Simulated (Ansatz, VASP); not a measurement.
## Two plane-wave programs on Sr

The input INCAR:

```
PREC     = Accurate       # precision mode
ENCUT    = 500            # plane-wave cutoff, eV
EDIFF    = 1E-6           # SCF threshold, eV
ISMEAR   = 1              # smearing method
SIGMA    = 1.0            # smearing width, eV
LREAL    = F              # projectors in reciprocal space
LASPH    = T              # aspherical terms in the spheres
NELM     = 120            # most SCF steps
ALGO     = Normal         # electronic algorithm
ISIF     = 2              # what is computed and relaxed
LWAVE    = F              # write WAVECAR
LCHARG   = T              # write CHGCAR
LELF     = T              # ELF
LVHAR    = T            
NBANDS   = 11             # bands
GGA_COMPAT= F
```

File KPOINTS:

```
Automatic mesh
0
Gamma
  9 9 9
```

Contents of POSCAR:

```
Sr
1.0
    0.0000000000      2.9028949114      2.9028949114
    2.9028949114      0.0000000000      2.9028949114
    2.9028949114      2.9028949114      0.0000000000
Sr
1
Direct
    0.0000000000      0.0000000000      0.0000000000
```

Input for Ansatz:

```yaml
crystal:
  lattice:
    - [0.0, 2.9028949114, 2.9028949114]
    - [2.9028949114, 0.0, 2.9028949114]
    - [2.9028949114, 2.9028949114, 0.0]
  atoms:
    - { symbol: Sr, position: [0.0, 0.0, 0.0] }
hamiltonian:
  xc: lda
  pseudopotentials:
    kind: paw
    azcp:
      Sr: "pseudopotentials/Sr.paw.azcp"
basis:
  ecutwfc: 420
  fft_grid_basis: typed
kpoints:
  mp_grid: { grid: [9, 9, 9], shift: [0, 0, 0] }
magnetization:
  spin_polarized: false
scf:
  occupations: { method: cold, width: 1.0 }
  lower_state_search: "off"
output:
  stress: true
  write_density: true
  write_potential: true
  elf: true
  volumetric_format: npy
```

Alike in both runs: task single point; functional LDA; k mesh 9 × 9 × 9; no spin polarisation.

```csv
,VASP,Ansatz
version,VASP 6.6.1,Ansatz 0.2.0
potentials or method,"VASP PAW LDA potentials, release 64 (Sr_sv), cutoff 500 eV","plane waves (420 eV) with PAW, scalar-relativistic"
occupations,"methfessel-paxton of order 1, width 1 eV","cold, width 1 eV"
valence electrons in the cell,10,10
```

|  | VASP | Ansatz | Ansatz less VASP |
| --- | --- | --- | --- |
| pressure (GPa) | 0.0 | 0.2 | +0.20 |

Ansatz warns that its potentials were made for another functional, while VASP's fit it. LDA's correlation is that of Perdew and Zunger in VASP and of Perdew and Wang (1992) in Ansatz.
